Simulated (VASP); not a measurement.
# B15P17 (a cell with a defect) in VASP: a series of runs

B15P17 (a cell with a defect) is run at these levels: PBE; tasks: single point.

Everything below comes from runs of VASP 6.6.1. Logs are shortened: lines on timing, memory, paths and dates and some standing lists are left out, and cuts for length are marked.

## 1. The cell of the first run

The cell holds a defect, 32 atoms: a = 7.878 Å, b = 7.878 Å, c = 7.878 Å, α = 109.47°, β = 109.47°, γ = 109.47°.

## 2. Single point, PBE

INCAR reads:

```
PREC     = Accurate       # precision mode
ENCUT    = 520            # plane-wave cutoff, eV
EDIFF    = 1E-7           # SCF threshold, eV
ISMEAR   = 0              # smearing method
SIGMA    = 0.01           # smearing width, eV
LREAL    = Auto         
LASPH    = True           # aspherical terms in the spheres
NELM     = 60             # most SCF steps
ALGO     = Normal         # electronic algorithm
ISIF     = 2              # what is computed and relaxed
LWAVE    = False          # write WAVECAR
LCHARG   = False          # write CHGCAR
GGA      = PE             # functional
NBANDS   = 87             # bands
```

KPOINTS reads:

```
Automatic mesh
0
Gamma
  2 2 2
  0.5 0.5 0.5
```

POSCAR reads:

```
B15P17
1.0
   -4.5481928018     -4.5481928018     -4.5481928018
   -4.5481928018      4.5481928018      4.5481928018
    4.5481928018      4.5481928018     -4.5481928018
P B
17 15
Direct
    0.4996941059      0.2499240264      0.2507611420
    0.4996661159     -0.0291320931      0.2508137229
    0.2479069852     -0.0017972118      0.4979622736
    0.0007390933      0.0027850370      0.7518681388
    0.4996660076      0.5017222908      0.7497229909
    0.4996580513      0.2499677546     -0.0283206946
    0.2206852860      0.2499677937      0.2508030698
   -0.0014156885      0.2499493756      0.5025418533
    0.7514236331      0.2499595299      0.7497181474
    0.7468465464     -0.0017786204     -0.0009450366
    0.4996630583      0.7488902123      0.5025569264
    0.2524860703      0.7510376430      0.7518747006
    0.2479076790      0.4971247884     -0.0009624087
   -0.0014150143      0.5017012289      0.2507918542
    0.7786697477      0.5289744637      0.5298121776
    0.0007437149      0.7510291472      0.0036279270
    0.7514199278      0.7488772115      0.2507936622
    0.2479388350      0.2499607854      0.5046464779
   -0.0003339836      0.2499514164      0.7507840533
    0.4996664220      0.7499678515      0.7507972952
    0.4996675027      0.5038263654     -0.0009478679
    0.2479404254      0.5038076229      0.2507988554
    0.0052306016      0.5016809865      0.5025236149
    0.7514000785      0.5016900486      0.7563832975
    0.7535161066      0.2499651592      0.9990534050
    0.4996684473     -0.0017778839      0.5046690345
    0.2458059785     -0.0038964329      0.7451987790
    0.2458167729      0.7443711353     -0.0030504984
    0.9996642075      0.7499472289      0.2507877380
    0.7513923795      0.7555373938      0.5025267470
   -0.0058942867     -0.0038844323     -0.0030436689
    0.7535146808     -0.0017848131      0.2507968922
```

Potentials or basis: VASP PAW PBE potentials, release 64 (P, B).

On the command line:

```sh
> cat potpaw_PBE.64/P/POTCAR potpaw_PBE.64/B/POTCAR > POTCAR
> mpirun -np 1 vasp_std > vasp.out
```

OUTCAR:

```text
PREC = Accurate
   ENCUT = 520
   EDIFF = 1E-7
   ISMEAR = 0
   LREAL = Auto
   LASPH = True
   NELM = 60
   ISIF = 2
   GGA = PE

 ion  position               nearest neighbor table
   1  0.500  0.250  0.251-  15 2.20   7 2.20   2 2.20   6 2.20
   2  0.500  0.971  0.251-  26 1.94  28 1.94  32 1.94   1 2.20
   3  0.248  0.998  0.498-  29 1.95  27 1.96  18 1.97  26 1.97
   4  0.001  0.003  0.752-  19 1.95  30 1.96  27 1.97  31 1.97
   5  0.500  0.502  0.750-  20 1.95  21 1.96  18 1.97  24 1.97
   6  0.500  0.250  0.972-  21 1.94  27 1.94  25 1.94   1 2.20
[... 24 lines left out ...]
  31  0.994  0.996  0.997-   7 1.94  10 1.96   4 1.97  16 1.97
  32  0.754  0.998  0.251-   2 1.94  17 1.96   8 1.97  10 1.97

  LATTYP: Found a body centered cubic cell.
 ALAT       =     9.0963856036

  Lattice vectors:

 A1 = (  -4.5481928018,  -4.5481928018,  -4.5481928018)
 A2 = (  -4.5481928018,   4.5481928018,   4.5481928018)
 A3 = (   4.5481928018,   4.5481928018,  -4.5481928018)

Analysis of symmetry for initial positions (statically):
=====================================================================
 Subroutine PRICEL returns:
 Original cell was already a primitive cell.

 Routine SETGRP: Setting up the symmetry group for a
 body centered cubic supercell.

 Subroutine GETGRP returns: Found  1 space group operations
 (whereof  1 operations were pure point group operations)
 out of a pool of 48 trial point group operations.

The static configuration has the point symmetry C_1 .

Analysis of symmetry for dynamics (positions and initial velocities):
=====================================================================
 Subroutine PRICEL returns:
 Original cell was already a primitive cell.

 Routine SETGRP: Setting up the symmetry group for a
 body centered cubic supercell.

 Subroutine GETGRP returns: Found  1 space group operations
 (whereof  1 operations were pure point group operations)
 out of a pool of 48 trial point group operations.

The dynamic configuration has the point symmetry C_1 .

 Subroutine INISYM returns: Found  1 space group operations
 (whereof  1 operations are pure point group operations),
 and found     1 'primitive' translations

----------------------------------------------------------------------------------------

                                     Primitive cell

  volume of cell :     376.3367

  direct lattice vectors                    reciprocal lattice vectors
    -4.548192802 -4.548192802 -4.548192802    -0.109933774  0.000000000 -0.109933774
    -4.548192802  4.548192802  4.548192802    -0.109933774  0.109933774  0.000000000
     4.548192802  4.548192802 -4.548192802     0.000000000  0.109933774 -0.109933774

  length of vectors
     7.877701015  7.877701015  7.877701015     0.155469834  0.155469834  0.155469834

  position of ions in fractional coordinates (direct lattice)
     0.499694106  0.249924026  0.250761142
     0.499666116  0.970867907  0.250813723
     0.247906985  0.998202788  0.497962274
     0.000739093  0.002785037  0.751868139
     0.499666008  0.501722291  0.749722991
     0.499658051  0.249967755  0.971679305
[... 24 lines left out ...]
     0.994105713  0.996115568  0.996956331
     0.753514681  0.998215187  0.250796892

  ion indices of the primitive-cell ions
   primitive index   ion index
                 1           1
                 2           2
                 3           3
                 4           4
                 5           5
                 6           6
[... 24 lines left out ...]
                31          31
                32          32

----------------------------------------------------------------------------------------

 KPOINTS: Automatic mesh

Automatic generation of k-mesh.
 Grid dimensions read from file:
 generate k-points for:    2    2    2

 Generating k-lattice:

  Cartesian coordinates                     Fractional coordinates (reciprocal lattice)
    -0.054966887  0.000000000 -0.054966887     0.500000000  0.000000000  0.000000000
[... 44 lines left out ...]
 Gauss-broadening in eV      SIGMA  =   0.01
  energy-cutoff  :      520.00
  volume of cell :      376.34
 maximum number of plane-waves:     10168
 NGX is ok and might be reduce to    60
   NGX = 29   NGY = 29   NGZ = 29

 number of electron     130.0000004 magnetization

 Free energy of the ion-electron system (eV)
  ---------------------------------------------------
  ext. energy  EPLUGINS =         0.00000000
  ---------------------------------------------------
  free energy    TOTEN  =      -202.26479797 eV

  energy without entropy =     -202.26479797  energy(sigma->0) =     -202.26479797

 E-fermi :   9.2245     XC(G=0): -10.9713

 val. band max:        9.1382529859   @ k =   0.2500   0.2500   0.2500
 cond. band min:       9.5121418829   @ k =   0.2500   0.2500   0.2500
 fundamental gap:      0.3738888970
 Fermi energy:         9.2244602178

 k-point     1 :       0.2500    0.2500    0.2500
  band No.  band energies     occupation
      1      -7.4129      2.00000
      2      -6.7902      2.00000
      3      -6.7900      2.00000
      4      -6.7899      2.00000
      5      -4.8696      2.00000
      6      -4.5041      2.00000
[... 69 lines left out ...]
     76      10.1116      0.00000
     77      11.3016      0.00000

 k-point     2 :      -0.2500    0.2500    0.2500
  band No.  band energies     occupation
      1      -7.7442      2.00000
      2      -6.5704      2.00000
      3      -6.1724      2.00000
      4      -6.1718      2.00000
      5      -5.9715      2.00000
      6      -5.0810      2.00000
[... 69 lines left out ...]
     76      11.1452      0.00000
     77      11.3330      0.00000

 k-point     3 :       0.2500   -0.2500    0.2500
  band No.  band energies     occupation
      1      -7.7442      2.00000
      2      -6.5705      2.00000
      3      -6.1721      2.00000
      4      -6.1720      2.00000
      5      -5.9713      2.00000
      6      -5.0810      2.00000
[... 69 lines left out ...]
     76      11.1452      0.00000
     77      11.3331      0.00000

 k-point     4 :       0.2500    0.2500   -0.2500
  band No.  band energies     occupation
      1      -7.7442      2.00000
      2      -6.5705      2.00000
      3      -6.1722      2.00000
      4      -6.1720      2.00000
      5      -5.9713      2.00000
      6      -5.0810      2.00000
[... 69 lines left out ...]
     76      11.1452      0.00000
     77      11.3330      0.00000
 [bands above 77 left out]

------------------------ aborting loop because EDIFF is reached ----------------------------------------

  FORCE on cell =-STRESS in cart. coord.  units (eV):
  Direction    XX          YY          ZZ          XY          YZ          ZX
  --------------------------------------------------------------------------------------
  -------------------------------------------------------------------------------------
  Total        8.6665205      8.6657185      8.6628737     -0.0046039     -0.0040778     -0.0175611
  in kB       36.8959555     36.8925411     36.8804299     -0.0196003     -0.0173602     -0.0747628
  external PRESSURE =      36.8896422 kB  Pullay stress =       0.0000000 kB

 VOLUME and BASIS-vectors are now :
 -----------------------------------------------------------------------------
  energy-cutoff  :      520.00
  volume of cell :      376.34
      direct lattice vectors                 reciprocal lattice vectors
    -4.548192802 -4.548192802 -4.548192802    -0.109933774  0.000000000 -0.109933774
    -4.548192802  4.548192802  4.548192802    -0.109933774  0.109933774  0.000000000
     4.548192802  4.548192802 -4.548192802     0.000000000  0.109933774 -0.109933774

 POSITION                                       TOTAL-FORCE (eV/Angst)
 -----------------------------------------------------------------------------------
     -2.26890      0.00451     -2.27651         0.005442      0.004667      0.000387
     -5.54752      3.28387      1.00237        -0.013194      0.014816      0.013663
     -3.40272      5.67732      1.14766         0.001347     -0.001457      0.000521
      3.40361      3.42895     -3.41034        -0.000020      0.001753     -0.000503
     -1.14462      3.41924     -3.40053        -0.001132      0.000664      0.000826
      1.00994      3.28375     -5.55502         0.014090      0.014785     -0.013738
[... 24 lines left out ...]
     -4.51756      4.54349     -4.52521        -0.000095     -0.001017      0.001791
     -6.82653      2.25362     -0.02773        -0.001780     -0.000912      0.000357
 -----------------------------------------------------------------------------------
    total drift:                                0.006795      0.005879     -0.006315

  FREE ENERGIE OF THE ION-ELECTRON SYSTEM (eV)
  ---------------------------------------------------
  free  energy   TOTEN  =      -202.2647979747 eV

  energy  without entropy=     -202.2647979747  energy(sigma->0) =     -202.26479797
```

Wall time 3.9 min (1 thread of Intel Xeon Platinum 8375C at 2.90GHz (Ice Lake), shared host); peak memory 0.49 GiB.

Results:

| Property | Result |
| --- | --- |
| Free energy | -202.2648 eV |
| Pressure | 3.7 GPa |
| Largest force | 0.025 eV/Å |
| Band gap on the k mesh | 0.37 eV |

Forces on the atoms (eV/Å):
```
P    0.005  0.005  0.000
P   -0.013  0.015  0.014
P    0.001 -0.001  0.001
P    0.000  0.002 -0.001
P   -0.001  0.001  0.001
P    0.014  0.015 -0.014
P   -0.012 -0.013 -0.014
P    0.001  0.002  0.001
P   -0.002 -0.002 -0.002
P    0.002 -0.001  0.001
P    0.002 -0.001 -0.001
P    0.000 -0.001 -0.002
P    0.001  0.000 -0.001
P    0.000  0.002  0.000
P    0.014 -0.011  0.011
P   -0.001  0.001  0.000
P    0.000  0.000 -0.001
B    0.000  0.000 -0.001
B   -0.002 -0.002  0.001
B   -0.002 -0.002  0.001
B    0.001  0.001 -0.001
B   -0.001 -0.001  0.001
B   -0.001 -0.002  0.000
B    0.001  0.000  0.001
B    0.000  0.000 -0.002
B   -0.001  0.001  0.001
B    0.001  0.000  0.000
B    0.000 -0.001  0.002
B   -0.003 -0.002  0.001
B    0.000 -0.001  0.002
B    0.000 -0.001  0.002
B   -0.002 -0.001  0.000
```

Levels at points of the mesh, in eV from the valence-band top:
```csv
k point,band 63,band 64,band 65,band 66,band 67,band 68
"(0.25, 0.25, 0.25)",-2.66,-2.66,0.00,0.37,0.37,0.37
```

Caveat: semilocal functionals underestimate gaps, and a narrow one can read as zero.

## 3. Single point, PBE

INCAR reads:

```
PREC = Accurate
ENCUT = 520
EDIFF = 1E-6
ISMEAR = 0
SIGMA = 0.01
LREAL = Auto
LASPH = T
NELM = 100
ALGO = Normal
ISIF = 2
LWAVE = F
LCHARG = T
GGA = PE
LELF = T
LVHAR = T
NELECT = 128.0
NBANDS = 87
```

KPOINTS is that of step 2.

POSCAR reads:

```
B15P17
1.0
   -4.5481928018     -4.5481928018     -4.5481928018
   -4.5481928018      4.5481928018      4.5481928018
    4.5481928018      4.5481928018     -4.5481928018
P B
17 15
Direct
    0.4994651397      0.2499307493      0.2512637270
    0.4994695591     -0.0249486465      0.2512715921
    0.2476535927     -0.0018883420      0.4985933537
    0.0003235837      0.0026001522      0.7521225815
    0.4994677794      0.5017425871      0.7504022324
    0.4994683353      0.2499267710     -0.0236190137
    0.2245825741      0.2499273527      0.2512682923
   -0.0013910129      0.2499318808      0.5030852713
    0.7512817723      0.2499257630      0.7504000969
    0.7467892567     -0.0018897015     -0.0005448105
    0.4994674150      0.7490679925      0.5030804441
    0.2521468109      0.7507940448      0.7521344060
    0.2476516433      0.4972549165     -0.0005456143
   -0.0013945346      0.5017438629      0.2512668540
    0.7743512653      0.5248101730      0.5261500480
    0.0003279513      0.7507920702      0.0039438709
    0.7512800872      0.7490614041      0.2512672835
    0.2485457699      0.2499257307      0.5054585036
   -0.0005317251      0.2499282863      0.7512662305
    0.4994683749      0.7499343147      0.7512670020
    0.4994623082      0.5041201158      0.0003420274
    0.2485455457      0.5041155105      0.2512688818
    0.0045796420      0.5008543946      0.5021903303
    0.7503866746      0.5008497928      0.7563791824
    0.7536544075      0.2499213389      1.0003380950
    0.4994632246     -0.0009948740      0.5054440895
    0.2452816026     -0.0042579888      0.7461611874
    0.2452762892      0.7448158478     -0.0029169585
    0.9994676075      0.7499277694      0.2512712032
    0.7503898302      0.7550368464      0.5021917159
   -0.0056456663     -0.0042612221     -0.0029233411
    0.7536580767     -0.0009948781      0.2512725983
```

Potentials or basis: VASP PAW PBE potentials, release 64 (P, B).

On the command line:

```sh
> cat potpaw_PBE.64/P/POTCAR potpaw_PBE.64/B/POTCAR > POTCAR
> mpirun -np 1 vasp_std > vasp.out
```

Wall time 3.7 min (1 thread of Intel Xeon Platinum 8375C at 2.90GHz (Ice Lake), shared host); peak memory 0.49 GiB.

It converged, with:

```yaml
Free_energy: -219.7487 eV
Largest_force: 0.038 eV/Å
```

Forces in eV/Å, atoms in the order of the input:
```
P    0.003  0.002 -0.001
P   -0.022  0.021  0.023
P    0.002  0.000  0.002
P   -0.002  0.002 -0.001
P    0.000  0.003  0.001
P    0.020  0.021 -0.022
P   -0.022 -0.023 -0.021
P    0.002  0.002  0.001
P   -0.003 -0.002 -0.004
P    0.002  0.001  0.002
P    0.002  0.000 -0.002
P    0.000  0.000 -0.002
P    0.002 -0.002 -0.001
P    0.001  0.002  0.001
P    0.022 -0.022  0.022
P    0.001  0.002 -0.002
P    0.000  0.000 -0.002
B    0.002  0.002  0.000
B   -0.002 -0.001  0.001
B   -0.001 -0.002  0.000
B   -0.002 -0.001  0.001
B   -0.001  0.001  0.002
B   -0.002 -0.001 -0.001
B    0.000  0.001 -0.002
B   -0.002 -0.001  0.000
B    0.002  0.002 -0.003
B    0.000 -0.002  0.002
B    0.000 -0.002  0.001
B   -0.002 -0.001  0.001
B   -0.002  0.000  0.002
B    0.001 -0.001  0.002
B   -0.001 -0.002  0.000
```

Levels at points of the mesh, in eV from the Fermi level:
```
           k point  band 60  band 61  band 62  band 63  band 64  band 65  band 66  band 67  band 68  band 69
(0.25, 0.25, 0.25)    -0.16    -0.16    -0.11    -0.11    -0.11     2.56     2.85     2.85     2.85     3.36
```

Caveat: the cell carries a net charge on a neutralising background, which shifts energy and pressure; the cell is charged against a uniform background, so pressure and absolute levels hang on convention.

## 4. Single point, PBE, collinear spin

INCAR reads:

```
PREC = Accurate
ENCUT = 520
EDIFF = 1E-6
ISMEAR = 0
SIGMA = 0.01
LREAL = Auto
LASPH = True
NELM = 150
ALGO = Fast
ISIF = 2
LWAVE = False
LCHARG = False
ISPIN = 2
MAGMOM = 0.2 0.2 0 0 0 0.2 0.2 0 0 0 0 0 0 0 0.2 0 0 0 0 0 0 0 0 0 0 0 0 0 0 0 0 0
LORBIT = 11
GGA = PE
NELECT = 129.0
NBANDS = 91
```

KPOINTS is that of step 3.

POSCAR reads:

```
B15P17
1.0
   -4.5481928018     -4.5481928018     -4.5481928018
   -4.5481928018      4.5481928018      4.5481928018
    4.5481928018      4.5481928018     -4.5481928018
P B
17 15
Direct
    0.4995795440      0.2499397730      0.2510339416
    0.4996615996     -0.0257579097      0.2511910228
    0.2477822734     -0.0018465207      0.4982749114
    0.0004794011      0.0026670527      0.7519519129
    0.4995693893      0.5017704811      0.7500063747
    0.4994970174      0.2499974992     -0.0247623515
    0.2237142774      0.2498826437      0.2508903935
   -0.0013720316      0.2499261011      0.5028266832
    0.7513777023      0.2499389430      0.7500985862
    0.7467262317     -0.0018646444     -0.0007875186
    0.4995527386      0.7489102404      0.5028133565
    0.2524016176      0.7509619843      0.7520519961
    0.2477567903      0.4971922721     -0.0008025511
   -0.0014177380      0.5017567602      0.2510360544
    0.7754346630      0.5256632114      0.5268227863
    0.0005535904      0.7509228944      0.0038413553
    0.7513747029      0.7489458670      0.2510132400
    0.2483393758      0.2499463557      0.5049949838
   -0.0004542913      0.2499234767      0.7510061253
    0.4995689358      0.7499624816      0.7510219133
    0.4995391826      0.5040070888     -0.0002638622
    0.2482868944      0.5039475384      0.2509673585
    0.0049230734      0.5012014356      0.5023136446
    0.7508257058      0.5011824796      0.7563164938
    0.7535430872      0.2499517365      0.9998049354
    0.4995854636     -0.0013113044      0.5051357381
    0.2455146648     -0.0040812702      0.7457607265
    0.2455986839      0.7447527516     -0.0029119207
    0.9995946569      0.7499590818      0.2510728560
    0.7507909664      0.7551225168      0.5022281031
   -0.0057958667     -0.0041367053     -0.0030514669
    0.7536090324     -0.0012997999      0.2510521601
```

On the command line:

```sh
> cat potpaw_PBE.64/P/POTCAR potpaw_PBE.64/B/POTCAR > POTCAR
> mpirun -np 1 vasp_std > vasp.out
```

It took 7.9 min on 1 thread of Oxide Virtual Turin-like, shared host; peak memory 0.69 GiB.

The run converged. Its results:

| Item | Value |
| --- | --- |
| Free energy | -211.1475 eV |
| Largest force | 0.031 eV/Å |
| Net moment | 0.50 μB per cell |
| Valence electrons inside the program's atomic spheres | P 2.54, 2.55 (each value once); B 1.94, 1.95, 1.96 (each value once) |

Forces in eV/Å, atoms in the order of the input:
```
P    0.004  0.005 -0.001
P   -0.014  0.011  0.023
P    0.000 -0.001  0.002
P   -0.002  0.003 -0.002
P    0.000  0.000  0.000
P    0.016  0.013 -0.021
P   -0.017 -0.014 -0.021
P    0.002  0.004  0.003
P   -0.003 -0.003 -0.001
P    0.001  0.002 -0.002
P    0.001 -0.001 -0.001
P    0.002  0.003 -0.001
P    0.004  0.000 -0.001
P    0.002  0.001 -0.001
P    0.018 -0.012  0.023
P    0.000  0.002  0.000
P    0.001  0.002 -0.001
B    0.001  0.000 -0.003
B   -0.003 -0.002  0.000
B   -0.001 -0.003  0.001
B   -0.001  0.001 -0.001
B   -0.001  0.001  0.000
B    0.000 -0.003  0.001
B    0.001 -0.001 -0.001
B   -0.001  0.001 -0.002
B   -0.001  0.000  0.000
B    0.000  0.000  0.000
B   -0.001 -0.002  0.003
B   -0.002 -0.003  0.004
B   -0.001  0.001  0.002
B   -0.001 -0.003  0.001
B   -0.002 -0.001  0.000
```

Levels at points of the mesh, in eV from the Fermi level:
Spin up:
| k point | band 62 | band 63 | band 64 | band 65 | band 66 | band 67 | band 68 | band 69 |
| --- | --- | --- | --- | --- | --- | --- | --- | --- |
| (0.25, 0.25, 0.25) | -2.10 | -2.09 | -2.09 | 0.56 | 0.87 | 0.87 | 0.87 | 1.39 |
Spin down:
```tsv
k point	band 60	band 61	band 62	band 63	band 64	band 65	band 66	band 67	band 68	band 69
(0.25, 0.25, 0.25)	-2.13	-2.13	-2.08	-2.08	-2.08	0.61	0.92	0.92	0.93	1.42
```

Caveat: the k points lie up to 0.49 Å⁻¹ apart; the cell carries a net charge on a neutralising background, which shifts energy and pressure; the cell is charged against a uniform background, so pressure and absolute levels hang on convention.
